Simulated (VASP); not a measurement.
# Sb (P2_1/m) in VASP: single point with PBEsol

Aim: the single point of Sb with PBEsol.

Everything below comes from runs of VASP 6.6.1. Logs are shortened: lines on timing, memory, paths and dates and some standing lists are left out, and cuts for length are marked.

## (1) The cell of the first run

It takes space group P2_1/m (No. 11, monoclinic). Conventional cell: a = 3.122 Å, b = 4.348 Å, c = 4.406 Å, α = 90.00°, β = 90.51°, γ = 90.00°. Within 4.0 Å of Sb (site symmetry m) lie 6 Sb at 3.04 to 3.15 Å.

## (2) Single point, PBEsol

The input, INCAR:

```
PREC = Accurate
ENCUT = 520
EDIFF = 1E-6
ISMEAR = -1
SIGMA = 0.1
LREAL = False
LASPH = True
NELM = 60
ALGO = Normal
ISIF = 2
LWAVE = False
LCHARG = False
GGA = PS
NBANDS = 12
```

The input, KPOINTS:

```
Automatic mesh
0
Gamma
  7 5 5
```

The input, POSCAR:

```
Sb
1.0
    3.1224020000      0.0000000000      0.0000000000
    0.0000000000      4.3475180000      0.0000000000
   -0.0389150000      0.0000000000      4.4058520000
Sb
2
Direct
    0.9886110000      0.7500000000      0.7588340000
    0.0113890000      0.2500000000      0.2411660000
```

Potentials or basis: VASP PAW PBE potentials, release 64 (Sb).

Started as:

```sh
cat potpaw_PBE.64/Sb/POTCAR > POTCAR
mpirun -np 1 vasp_std > vasp.out
```

OUTCAR:

```text
PREC = Accurate
   ENCUT = 520
   EDIFF = 1E-6
   ISMEAR = -1
   LREAL = False
   LASPH = True
   NELM = 60
   ISIF = 2
   GGA = PS

 ion  position               nearest neighbor table
   1  0.989  0.750  0.759-   2 3.04   2 3.04   2 3.15   2 3.15
   2  0.011  0.250  0.241-   1 3.04   1 3.04   1 3.15   1 3.15

  LATTYP: Found a simple monoclinic cell.
 ALAT       =     3.1224020000
 B/A-ratio  =     1.3923633152
 C/A-ratio  =     1.4111007668
 COS(beta)  =    -0.0088322263

  Lattice vectors:

 A1 = (   3.1224020000,   0.0000000000,   0.0000000000)
 A2 = (   0.0000000000,   4.3475180000,   0.0000000000)
 A3 = (  -0.0389150000,   0.0000000000,   4.4058520000)

Analysis of symmetry for initial positions (statically):
=====================================================================
 Subroutine PRICEL returns:
 Original cell was already a primitive cell.

 Routine SETGRP: Setting up the symmetry group for a
 simple monoclinic supercell.

 Subroutine GETGRP returns: Found  4 space group operations
 (whereof  2 operations were pure point group operations)
 out of a pool of  4 trial point group operations.

The static configuration has the point symmetry S_2 .
 The point group associated with its full space group is C_2h.

Analysis of symmetry for dynamics (positions and initial velocities):
=====================================================================
 Subroutine PRICEL returns:
 Original cell was already a primitive cell.

 Routine SETGRP: Setting up the symmetry group for a
 simple monoclinic supercell.

 Subroutine GETGRP returns: Found  4 space group operations
 (whereof  2 operations were pure point group operations)
 out of a pool of  4 trial point group operations.

The dynamic configuration has the point symmetry S_2 .
 The point group associated with its full space group is C_2h.

 Subroutine INISYM returns: Found  4 space group operations
 (whereof  2 operations are pure point group operations),
 and found     1 'primitive' translations

----------------------------------------------------------------------------------------

                                     Primitive cell

  volume of cell :      59.8081

  direct lattice vectors                    reciprocal lattice vectors
     3.122402000  0.000000000  0.000000000     0.320266257  0.000000000  0.002828774
     0.000000000  4.347518000  0.000000000     0.000000000  0.230016299  0.000000000
    -0.038915000  0.000000000  4.405852000     0.000000000  0.000000000  0.226970856

  length of vectors
     3.122402000  4.347518000  4.406023856     0.320278749  0.230016299  0.226970856

  position of ions in fractional coordinates (direct lattice)
     0.988611000  0.750000000  0.758834000
     0.011389000  0.250000000  0.241166000

  ion indices of the primitive-cell ions
   primitive index   ion index
                 1           1
                 2           2

----------------------------------------------------------------------------------------

 KPOINTS: Automatic mesh

Automatic generation of k-mesh.
 Grid dimensions read from file:
 generate k-points for:    7    5    5

 Generating k-lattice:

  Cartesian coordinates                     Fractional coordinates (reciprocal lattice)
     0.045752322  0.000000000  0.000404111     0.142857143  0.000000000  0.000000000
     0.000000000  0.046003260  0.000000000     0.000000000  0.200000000  0.000000000
     0.000000000  0.000000000  0.045394171     0.000000000  0.000000000  0.200000000

  Length of vectors
     0.045754107  0.046003260  0.045394171

  Shift w.r.t. Gamma in fractional coordinates (k-lattice)
     0.000000000  0.000000000  0.000000000

 Subroutine IBZKPT returns following result:
 ===========================================

 Found     54 irreducible k-points:

 Following reciprocal coordinates:
            Coordinates               Weight
  0.000000  0.000000  0.000000      1.000000
  0.142857  0.000000  0.000000      2.000000
  0.285714  0.000000  0.000000      2.000000
  0.428571  0.000000 -0.000000      2.000000
  0.000000  0.200000  0.000000      2.000000
  0.142857  0.200000  0.000000      4.000000
[... 16 lines left out ...]
  0.428571  0.200000  0.200000      4.000000
 -0.428571  0.200000  0.200000      4.000000
 [... further k-points ...]
   k-points           NKPTS =     54   k-points in BZ     NKDIM =     54   number of bands    NBANDS=     12
   number of dos      NEDOS =    301   number of ions     NIONS =      2
   total plane-waves  NPLWV =  27648
   dimension x,y,z NGX =    24 NGY =   32 NGZ =   36
   dimension x,y,z NGXF=    48 NGYF=   64 NGZF=   72
   ions per type =               2
   NGX,Y,Z   is equivalent  to a cutoff of  12.78, 12.24, 13.58 a.u.
   NGXF,Y,Z  is equivalent  to a cutoff of  25.56, 24.47, 27.17 a.u.
 SYSTEM =  unknown system
   PREC   = accura    normal or accurate (medium, high low for compatibility)
   ISTART =      0    job   : 0-new  1-cont  2-samecut
   ICHARG =      2    charge: 1-file 2-atom 10-const
   ISPIN  =      1    spin polarized calculation?
   LNONCOLLINEAR =      F non collinear calculations
   LSORBIT =      F    spin-orbit coupling
   LASPH  =      T    aspherical Exc in radial PAW
   ENCUT  =  520.0 eV  38.22 Ry    6.18 a.u.   5.81  8.08  8.19*2*pi/ulx,y,z
   NELM   =     60;   NELMIN=  2; NELMDL= -5     # of ELM steps
   EDIFF  = 0.1E-05   stopping-criterion for ELM
   LREAL  =      F    real-space projection
   EDIFFG = 0.1E-04   stopping-criterion for IOM
   NSW    =      0    number of steps for IOM
   IBRION =     -1    ionic relax: 0-MD 1-quasi-New 2-CG
   NFREE  =      0    steps in history (QN), initial steepest desc. (CG)
   ISIF   =      2    stress and relaxation
   ISYM   =      2    0-nonsym 1-usesym 2-fastsym
   POTIM  = 0.5000    time-step for ionic-motion
   TEBEG  =    0.0;   TEEND  =   0.0 temperature during run
   PSTRESS=    0.0 pullay stress
   NELECT =      10.0000    total number of electrons
   NUPDOWN=      -1.0000    fix difference up-down
   EMIN   =  10.00;   EMAX   =-10.00  energy-range for DOS
   EFERMI =   0.00;   METHOD = LEGACY
   ISMEAR =    -1;   SIGMA  =   0.10  broadening in eV -4-tet -1-fermi 0-gaus
   EFERMI_NEDOS =   21; number of points for ismear=-14 and -15
   IALGO  =     38    algorithm
   IMIX   =      4    mixing-type and parameters
     AMIX     =   0.40;   BMIX     =  1.00
     AMIX_MAG =   1.60;   BMIX_MAG =  1.00
  volume/ion in A,a.u.               =      29.90       201.80
  Fermi-wavevector in a.u.,A,eV,Ry     =   0.901893  1.704330 11.067117  0.813410
  Thomas-Fermi vector in A             =   2.025029
   LORBIT       =      0    0 simple, 1 ext, 2 COOP (PROOUT), +10 PAW based schemes
   GGA     = PS    functional components
   LHFCALC =     F    Hartree Fock is set to
   AEXX    =    0.0000 exact exchange contribution
   IVDW    =     0    specifies the selected vdW correction
   LEPSILON=     F    determine dielectric tensor
   LRPA    =     F    only Hartree local field effects (RPA)
 non-spin polarized calculation
  energy-cutoff  :      520.00
  volume of cell :       59.81
 maximum number of plane-waves:      1637
   NGX = 11   NGY = 17   NGZ = 17

 number of electron      10.0000000 magnetization

 number of electron       9.9999999 magnetization

 Free energy of the ion-electron system (eV)
  ---------------------------------------------------
  ext. energy  EPLUGINS =         0.00000000
  ---------------------------------------------------
  free energy    TOTEN  =        -9.08104442 eV

  energy without entropy =       -9.04601635  energy(sigma->0) =       -9.06353038

 E-fermi :   6.8423     XC(G=0):  -9.7386

 val. band max:        6.8372702130   @ k =   0.2857   0.4000   0.0000
 cond. band min:       6.8450787233   @ k =   0.1429   0.4000   0.0000
 fundamental gap:      0.0078085103
 Fermi energy:         6.8423122953

 k-point     1 :       0.0000    0.0000    0.0000
  band No.  band energies     occupation
      1      -5.4300      2.00000
      2      -0.3551      2.00000
      3       3.3820      2.00000
      4       3.5135      2.00000
      5       9.0242      0.00000
      6      10.0547      0.00000
      7      10.2737      0.00000
      8      10.4035      0.00000
      9      13.6778      0.00000
     10      13.9716      0.00000
     11      14.2809      0.00000
     12      15.1193      0.00000

 k-point     2 :       0.1429    0.0000    0.0000
  band No.  band energies     occupation
      1      -5.1428      2.00000
      2      -0.0548      2.00000
      3       3.6476      2.00000
      4       3.7790      2.00000
      5       7.4458      0.00478
      6       9.3004      0.00000
      7      10.5516      0.00000
      8      10.6798      0.00000
      9      11.9121      0.00000
     10      14.2022      0.00000
     11      14.9286      0.00000
     12      16.7030      0.00000

 k-point     3 :       0.2857    0.0000    0.0000
  band No.  band energies     occupation
      1      -4.3286      2.00000
      2       0.8264      2.00000
      3       4.1257      2.00000
      4       4.3626      2.00000
      5       4.4849      2.00000
      6       8.5782      0.00000
      7      10.1076      0.00000
      8      11.2829      0.00000
      9      11.4175      0.00000
     10      13.8497      0.00000
     11      14.0017      0.00000
     12      14.8738      0.00000

 k-point     4 :       0.4286    0.0000   -0.0000
  band No.  band energies     occupation
      1      -3.3085      2.00000
      2       1.7348      2.00000
      3       2.1278      2.00000
      4       5.1122      2.00000
      5       5.2398      2.00000
      6       5.9621      1.99970
      7      11.2447      0.00000
      8      11.9203      0.00000
      9      11.9230      0.00000
     10      12.3064      0.00000
     11      12.3351      0.00000
     12      14.2758      0.00000

 k-point     5 :       0.0000    0.2000    0.0000
  band No.  band energies     occupation
      1      -5.1341      2.00000
      2      -1.2811      2.00000
      3       3.7449      2.00000
      4       4.0875      2.00000
      5       8.7195      0.00000
      6       8.8779      0.00000
      7      10.3340      0.00000
      8      10.3656      0.00000
      9      13.5096      0.00000
     10      14.3808      0.00000
     11      15.9948      0.00000
     12      16.7678      0.00000
[... 228 lines left out ...]
      1      -4.5644      2.00000
      2      -1.3860      2.00000
      3       2.7738      2.00000
      4       6.2691      1.99354
      5       6.5798      1.86486
      6       7.9932      0.00002
      7      10.9451      0.00000
      8      11.0592      0.00000
      9      11.5331      0.00000
     10      15.0257      0.00000
     11      15.6482      0.00000
     12      17.3975      0.00000

 k-point    22 :       0.2857    0.2000    0.2000
  band No.  band energies     occupation
      1      -3.7451      2.00000
      2      -0.5426      2.00000
      3       3.4988      2.00000
      4       4.6546      2.00000
      5       6.8564      0.92946
      6       7.3024      0.01989
      7       7.8823      0.00006
      8      11.6922      0.00000
      9      12.1564      0.00000
     10      12.9547      0.00000
     11      15.3024      0.00000
     12      15.8716      0.00000

 k-point    23 :       0.4286    0.2000    0.2000
  band No.  band energies     occupation
      1      -2.7211      2.00000
      2       0.5837      2.00000
      3       2.3201      2.00000
      4       4.3053      2.00000
      5       5.0414      2.00000
      6       7.9460      0.00003
      7       8.3021      0.00000
      8      10.5725      0.00000
      9      12.6596      0.00000
     10      13.4618      0.00000
     11      13.5532      0.00000
     12      14.0089      0.00000

 k-point    24 :      -0.4286    0.2000    0.2000
  band No.  band energies     occupation
      1      -2.7323      2.00000
      2       0.6038      2.00000
      3       2.3381      2.00000
      4       4.3146      2.00000
      5       5.0123      2.00000
      6       7.9395      0.00003
      7       8.3170      0.00000
      8      10.5553      0.00000
      9      12.6235      0.00000
     10      13.4374      0.00000
     11      13.4764      0.00000
     12      14.0749      0.00000

 [... further k-points ...]
[... 5 lines left out ...]
  --------------------------------------------------------------------------------------
  -------------------------------------------------------------------------------------
  Total       -1.0476818     -0.6314562     -0.7379392      0.0000000      0.0000000      0.0219518
  in kB      -28.0659580    -16.9158441    -19.7683800      0.0000000      0.0000000      0.5880579
  external PRESSURE =     -21.5833941 kB  Pullay stress =       0.0000000 kB

 VOLUME and BASIS-vectors are now :
 -----------------------------------------------------------------------------
  energy-cutoff  :      520.00
  volume of cell :       59.81
      direct lattice vectors                 reciprocal lattice vectors
     3.122402000  0.000000000  0.000000000     0.320266257  0.000000000  0.002828774
     0.000000000  4.347518000  0.000000000     0.000000000  0.230016299  0.000000000
    -0.038915000  0.000000000  4.405852000     0.000000000  0.000000000  0.226970856

 POSITION                                       TOTAL-FORCE (eV/Angst)
 -----------------------------------------------------------------------------------
      3.05731      3.26064      3.34331         0.033310      0.000000     -0.097621
      0.02618      1.08688      1.06254        -0.033310     -0.000000      0.097621
 -----------------------------------------------------------------------------------
    total drift:                               -0.000000      0.000000      0.000000

  FREE ENERGIE OF THE ION-ELECTRON SYSTEM (eV)
  ---------------------------------------------------
  free  energy   TOTEN  =        -9.0810444235 eV

  energy  without entropy=       -9.0460163457  energy(sigma->0) =       -9.06353038
```

Run time: 29 s. Hardware: 1 thread of Intel Xeon 8259CL, shared host; peak memory 0.18 GiB.

What came out:

- Free energy: -9.0810 eV
- Pressure: -2.2 GPa
- Largest force: 0.103 eV/Å
- Band gap on the k mesh: zero (band 5 reaches 10.86 eV, above the bottom of band 6 at 4.08 eV)

Forces on the atoms (eV/Å):
```
Sb   0.033  0.000 -0.098
Sb  -0.033  0.000  0.098
```

Stress tensor (GPa, compression positive):
```
-2.81  0.00  0.06
 0.00 -1.69  0.00
 0.06  0.00 -1.98
```

Caveat: the PAW data sets were made with another functional, which shifts forces and pressure a little; spin-orbit coupling is left out, which moves the levels of the heavy elements.
